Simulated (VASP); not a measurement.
**Si16C17 (a cell with a defect): single point with PBE**

The system is Si16C17 (a cell with a defect).

```
CELL_PARAMETERS angstrom
4.37973 4.37973 4.37973
-4.37973 4.37973 -4.37973
-4.37973 -4.37973 4.37973
ATOMIC_POSITIONS crystal
Si 0.24727 0.99697 0.00172
Si 0.24377 0.74292 0.24274
Si 0.49437 0.74471 0.99962
Si 0.23814 0.48054 0.48781
Si 0.50241 0.50074 0.25119
Si 0.75541 0.51619 0.00431
Si 0.25264 0.24938 0.74765
Si 0.49713 0.25005 0.49799
Si 0.74904 0.25347 0.25401
Si 0.01108 0.25195 0.99654
Si 0.42594 0.92361 0.68771
Si 0.75027 0.00407 0.50537
Si 0.99757 0.99901 0.24872
Si 0.74584 0.75482 0.75009
Si 0.98746 0.74551 0.49528
Si 0.99959 0.50067 0.74852
C 0.49845 0.24875 0.24760
C 0.48939 0.99488 0.48449
C 0.74622 0.99972 0.24611
C 0.47947 0.71618 0.73808
C 0.74577 0.75154 0.49987
C 0.00093 0.75499 0.25351
C 0.50121 0.49783 0.00043
C 0.74888 0.50138 0.74840
C 0.99715 0.49945 0.49835
C 0.25827 0.50050 0.25189
C 0.79695 0.29995 0.03871
C 0.00837 0.25608 0.74724
C 0.24562 0.24044 0.49477
C 0.00147 0.99977 0.00299
C 0.23458 0.99275 0.74660
C 0.24639 0.74710 0.99772
C 0.69774 0.10669 0.84685
```

- Program: VASP 6.6.1
- Task: single point
- Functional: PBE
- Potentials or basis: VASP PAW PBE potentials, release 64 (Si, C)
- Cutoff: 520 eV
- k mesh: 2 × 2 × 2, shifted
- Occupations: gaussian, width 0.02 eV
- Spin: no spin polarisation

The pressure is 6.5 GPa. The largest force is 0.528 eV/Å and the band gap on the k mesh is 0.81 eV.

Forces on the atoms (eV/Å):
```
Si   0.058  0.037 -0.007
Si   0.108  0.025 -0.116
Si   0.020  0.045 -0.065
Si  -0.021  0.059 -0.011
Si   0.004  0.012 -0.001
Si  -0.037 -0.051 -0.008
Si  -0.007 -0.036 -0.041
Si   0.049 -0.070  0.001
Si  -0.116 -0.040  0.089
Si   0.019 -0.016  0.053
Si   0.054  0.284 -0.144
Si   0.027 -0.063 -0.063
Si  -0.001  0.010  0.001
Si   0.058 -0.021  0.041
Si   0.003  0.022  0.011
Si   0.019 -0.020 -0.003
C    0.000 -0.007 -0.011
C    0.210 -0.102 -0.200
C   -0.003 -0.005  0.007
C   -0.025  0.143 -0.056
C    0.025  0.007  0.026
C    0.027 -0.010 -0.026
C   -0.009 -0.008 -0.054
C    0.034 -0.079  0.033
C   -0.030  0.011  0.045
C    0.031  0.025 -0.010
C   -0.286  0.037  0.268
C   -0.008 -0.084 -0.037
C   -0.026  0.004 -0.025
C    0.044  0.000  0.028
C    0.040  0.048 -0.014
C    0.082  0.020 -0.067
C   -0.344 -0.181  0.357
```

Stress tensor (GPa, compression positive):
```
 5.05 -2.82 -1.15
-2.82  7.96  4.24
-1.15  4.24  6.47
```

Levels at points of the mesh, in eV from the valence-band top:
```
           k point  band 63  band 64  band 65  band 66  band 67  band 68  band 69  band 70
(0.25, 0.25, 0.25)    -1.60    -1.57    -1.39    -0.20     0.81     1.81     2.50     2.55
```

Wall time 91 s on 1 thread of Intel(R) Xeon(R) 6975P-C (Granite Rapids) (shared host), peak memory 0.43 GiB.
